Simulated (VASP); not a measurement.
# WC (P-6m2) in VASP: notebook

The runs below take WC through single point, with PBEsol.

Everything below comes from runs of VASP 6.6.1. Logs are shortened: lines on timing, memory, paths and dates and some standing lists are left out, and cuts for length are marked.

## 1. The cell of the first run

It takes space group P-6m2 (No. 187, hexagonal). Conventional cell: a = 3.130 Å, b = 3.130 Å, c = 3.054 Å, α = 90.00°, β = 90.00°, γ = 120.00°. W (site symmetry -6m2) has 6 C at 2.37 Å and 8 W at 3.05 to 3.13 Å within 3.2 Å. C (site symmetry -6m2) has 6 W at 2.37 Å and 8 C at 3.05 to 3.13 Å within 3.2 Å.

## 2. Single point, PBEsol (strain +0.080 along x and y, +0.080 along z)

Contents of INCAR:

```
SYSTEM = WC
PREC = Accurate
ENCUT = 520
EDIFF = 1E-6
ISMEAR = 0
SIGMA = 0.15
LREAL = .FALSE.
LASPH = .TRUE.
NELM = 80
ALGO = Normal
ISIF = 2
LWAVE = .FALSE.
LCHARG = .FALSE.
GGA = PS
NBANDS = 16
```

Contents of KPOINTS:

```
Automatic mesh
0
G
  24 24 22
  0 0 0
```

Contents of POSCAR:

```
WC
1.0
    3.1302867604      0.0000000000      0.0000000000
   -1.5651433802      2.7109078556      0.0000000000
    0.0000000000      0.0000000000      3.0538208559
W C
1 1
Direct
    0.0000000000      0.0000000000      0.0000000000
    0.6666666667      0.3333333333      0.5000000000
```

Potentials or basis: VASP PAW PBE potentials, release 64 (W_sv, C).

Started as:

```bash
$ cat potpaw_PBE.64/W_sv/POTCAR potpaw_PBE.64/C/POTCAR > POTCAR
$ mpirun -np 1 vasp_std > vasp.out
```

OUTCAR:

```text
SYSTEM = WC
   PREC = Accurate
   ENCUT = 520
   EDIFF = 1E-6
   ISMEAR = 0
   LREAL = .FALSE.
   LASPH = .TRUE.
   NELM = 80
   ISIF = 2
   GGA = PS

 ion  position               nearest neighbor table
   1  0.000  0.000  0.000-   2 2.37   2 2.37   2 2.37   2 2.37   2 2.37   2 2.37
   2  0.667  0.333  0.500-   1 2.37   1 2.37   1 2.37   1 2.37   1 2.37   1 2.37

  LATTYP: Found a hexagonal cell.
 ALAT       =     3.1302867604
 C/A-ratio  =     0.9755722366

  Lattice vectors:

 A1 = (   3.1302867604,   0.0000000000,   0.0000000000)
 A2 = (  -1.5651433802,   2.7109078556,   0.0000000000)
 A3 = (   0.0000000000,   0.0000000000,   3.0538208559)

Analysis of symmetry for initial positions (statically):
=====================================================================
 Subroutine PRICEL returns:
 Original cell was already a primitive cell.

 Routine SETGRP: Setting up the symmetry group for a
 hexagonal supercell.

 Subroutine GETGRP returns: Found 12 space group operations
 (whereof 12 operations were pure point group operations)
 out of a pool of 24 trial point group operations.

The static configuration has the point symmetry D_3h.

Analysis of symmetry for dynamics (positions and initial velocities):
=====================================================================
 Subroutine PRICEL returns:
 Original cell was already a primitive cell.

 Routine SETGRP: Setting up the symmetry group for a
 hexagonal supercell.

 Subroutine GETGRP returns: Found 12 space group operations
 (whereof 12 operations were pure point group operations)
 out of a pool of 24 trial point group operations.

The dynamic configuration has the point symmetry D_3h.

 Subroutine INISYM returns: Found 12 space group operations
 (whereof 12 operations are pure point group operations),
 and found     1 'primitive' translations

----------------------------------------------------------------------------------------

                                     Primitive cell

  volume of cell :      25.9145

  direct lattice vectors                    reciprocal lattice vectors
     3.130286760  0.000000000  0.000000000     0.319459550  0.184440057  0.000000000
    -1.565143380  2.710907856  0.000000000     0.000000000  0.368880114  0.000000000
     0.000000000  0.000000000  3.053820856     0.000000000  0.000000000  0.327458632

  length of vectors
     3.130286760  3.130286760  3.053820856     0.368880114  0.368880114  0.327458632
[... 80 lines left out ...]
   NELM   =     80;   NELMIN=  2; NELMDL= -5     # of ELM steps
   EDIFF  = 0.1E-05   stopping-criterion for ELM
   LREAL  =      F    real-space projection
   EDIFFG = 0.1E-04   stopping-criterion for IOM
   NSW    =      0    number of steps for IOM
   IBRION =     -1    ionic relax: 0-MD 1-quasi-New 2-CG
   NFREE  =      0    steps in history (QN), initial steepest desc. (CG)
   ISIF   =      2    stress and relaxation
   ISYM   =      2    0-nonsym 1-usesym 2-fastsym
   POTIM  = 0.5000    time-step for ionic-motion
   TEBEG  =    0.0;   TEEND  =   0.0 temperature during run
   PSTRESS=    0.0 pullay stress
   NELECT =      18.0000    total number of electrons
   NUPDOWN=      -1.0000    fix difference up-down
   EMIN   =  10.00;   EMAX   =-10.00  energy-range for DOS
   EFERMI =   0.00;   METHOD = LEGACY
   ISMEAR =     0;   SIGMA  =   0.15  broadening in eV -4-tet -1-fermi 0-gaus
   EFERMI_NEDOS =   21; number of points for ismear=-14 and -15
   IALGO  =     38    algorithm
   IMIX   =      4    mixing-type and parameters
     AMIX     =   0.40;   BMIX     =  1.00
     AMIX_MAG =   1.60;   BMIX_MAG =  1.00
  volume/ion in A,a.u.               =      12.96        87.44
  Fermi-wavevector in a.u.,A,eV,Ry     =   1.449834  2.739788 28.599687  2.102018
  Thomas-Fermi vector in A             =   2.567515
   LORBIT       =      0    0 simple, 1 ext, 2 COOP (PROOUT), +10 PAW based schemes
   GGA     = PS    functional components
   LHFCALC =     F    Hartree Fock is set to
   AEXX    =    0.0000 exact exchange contribution
   IVDW    =     0    specifies the selected vdW correction
   LEPSILON=     F    determine dielectric tensor
   LRPA    =     F    only Hartree local field effects (RPA)
 non-spin polarized calculation
 Gauss-broadening in eV      SIGMA  =   0.15
  energy-cutoff  :      520.00
  volume of cell :       25.91
 maximum number of plane-waves:       714
 NGX is ok and might be reduce to    24
   NGX = 11   NGY = 11   NGZ = 11

 number of electron      17.9999998 magnetization

 Free energy of the ion-electron system (eV)
  ---------------------------------------------------
  ext. energy  EPLUGINS =         0.00000000
  ---------------------------------------------------
  free energy    TOTEN  =       -22.75212624 eV

  energy without entropy =      -22.74837004  energy(sigma->0) =      -22.75024814

 E-fermi :   8.0133     XC(G=0): -12.7369

 val. band max:        8.0106504577   @ k =   0.3333   0.2083   0.0000
 cond. band min:       8.0242750003   @ k =   0.5000   0.0000   0.4545
 fundamental gap:      0.0136245426
 Fermi energy:         8.0133110766

 k-point     1 :       0.0000    0.0000    0.0000
  band No.  band energies     occupation
      1     -66.4079      2.00000
      2     -30.3810      2.00000
      3     -30.3230      2.00000
      4     -30.3230      2.00000
      5      -4.7638      2.00000
      6       4.7901      2.00000
[... 433 lines left out ...]
      3     -30.4124      2.00000
      4     -30.3357      2.00000
      5      -2.1035      2.00000
      6       2.0655      2.00000
[... 8 lines left out ...]
     15      18.4460      0.00000
     16      23.4283      0.00000

 [... further k-points ...]

------------------------ aborting loop because EDIFF is reached ----------------------------------------

  FORCE on cell =-STRESS in cart. coord.  units (eV):
  Direction    XX          YY          ZZ          XY          YZ          ZX
  --------------------------------------------------------------------------------------
  -------------------------------------------------------------------------------------
  Total       -8.6927472     -8.6927472    -10.2932492     -0.0000000     -0.0000000      0.0000000
  in kB     -537.4340736   -537.4340736   -636.3860255     -0.0000000     -0.0000000      0.0000000
  external PRESSURE =    -570.4180576 kB  Pullay stress =       0.0000000 kB

 VOLUME and BASIS-vectors are now :
 -----------------------------------------------------------------------------
  energy-cutoff  :      520.00
  volume of cell :       25.91
      direct lattice vectors                 reciprocal lattice vectors
     3.130286760  0.000000000  0.000000000     0.319459550  0.184440057  0.000000000
    -1.565143380  2.710907856  0.000000000     0.000000000  0.368880114  0.000000000
     0.000000000  0.000000000  3.053820856     0.000000000  0.000000000  0.327458632

 POSITION                                       TOTAL-FORCE (eV/Angst)
 -----------------------------------------------------------------------------------
      0.00000      0.00000      0.00000         0.000000      0.000000      0.000000
      1.56514      0.90364      1.52691        -0.000000      0.000000      0.000000
 -----------------------------------------------------------------------------------
    total drift:                               -0.000000      0.000000      0.000000

  FREE ENERGIE OF THE ION-ELECTRON SYSTEM (eV)
  ---------------------------------------------------
  free  energy   TOTEN  =       -22.7521262407 eV

  energy  without entropy=      -22.7483700369  energy(sigma->0) =      -22.75024814
```

It took 2.3 min on 1 thread of Intel Xeon Platinum 8375C at 2.90GHz (Ice Lake), shared host; peak memory 0.38 GiB.

Results:

* Free energy: -22.7521 eV
* Pressure: -57.0 GPa
* Band gap on the k mesh: zero (bands 9 and 10 overlap by 0.98 eV)

Stress tensor (GPa, compression positive):
```
-53.74   0.00   0.00
  0.00 -53.74   0.00
  0.00   0.00 -63.64
```

Caveat: the cell differs from its parent crystal (strain +0.080 along x and y, +0.080 along z); the stress differs along the axes, from -64 to -54 GPa; the PAW data sets were made with another functional, which shifts forces and pressure a little; spin-orbit coupling is left out, which moves the levels of the heavy elements.

## 3. Single point, PBEsol (strain +0.000 along x and y, +0.080 along z)

Contents of INCAR:

```
SYSTEM = WC
PREC = Accurate ; ENCUT = 520
EDIFF = 1E-6 ; ISMEAR = 0
SIGMA = 0.15 ; LREAL = .False.
LASPH = .True. ; NELM = 60
ALGO = Normal ; ISIF = 2
LWAVE = .False. ; LCHARG = .False.
GGA = PS ; NBANDS = 16
```

Contents of KPOINTS:

```
regular mesh
0
Gamma
  24 24 22
  0 0 0
```

Contents of POSCAR:

```
WC
1.0
    2.8984136670      0.0000000000      0.0000000000
   -1.4492068335      2.5100998663      0.0000000000
    0.0000000000      0.0000000000      3.0538208559
W C
1 1
Direct
    0.0000000000      0.0000000000      0.0000000000
    0.6666666667      0.3333333333      0.5000000000
```

Potentials or basis: VASP PAW PBE potentials, release 64 (W_sv, C).

Started as:

```bash
$ cat potpaw_PBE.64/W_sv/POTCAR potpaw_PBE.64/C/POTCAR > POTCAR
$ mpirun -np 1 vasp_std > vasp.out
```

Run time: 82 s. Hardware: 1 thread of Intel Xeon 6975P-C (Granite Rapids), shared host; peak memory 0.35 GiB.

It converged, with:

```yaml
Free_energy: -23.5702 eV
Pressure: -27.0 GPa
Band_gap_on_the_k_mesh: zero (bands 9 and 10 overlap by 1.08 eV)
```

Stress tensor (GPa, compression positive):
```
-10.36   0.00   0.00
  0.00 -10.36   0.00
  0.00   0.00 -60.33
```

Levels at points of the mesh, in eV from the Fermi level:
| k point | band 6 | band 7 | band 8 | band 9 | band 10 | band 11 | band 12 | band 13 |
| --- | --- | --- | --- | --- | --- | --- | --- | --- |
| (0.00, 0.00, 0.00) | -4.15 | -2.54 | -2.54 | -0.58 | 2.86 | 2.86 | 5.01 | 5.01 |
| (0.50, 0.00, 0.00) | -6.57 | -4.04 | -3.32 | 0.09 | 1.91 | 4.60 | 5.16 | 6.09 |
| (0.00, 0.00, 0.50) | -8.38 | -1.12 | -1.12 | -0.56 | -0.56 | 2.08 | 4.67 | 4.67 |
| (0.50, 0.00, 0.50) | -6.08 | -4.19 | -3.41 | 0.00 | 4.22 | 4.48 | 5.92 | 8.40 |

Caveat: the cell differs from its parent crystal (strain +0.000 along x and y, +0.080 along z); the stress differs along the axes, from -60 to -10 GPa; the PAW data sets were made with another functional, which shifts forces and pressure a little; spin-orbit coupling is left out, which moves the levels of the heavy elements.

(Part 1 of 2 ends here.)
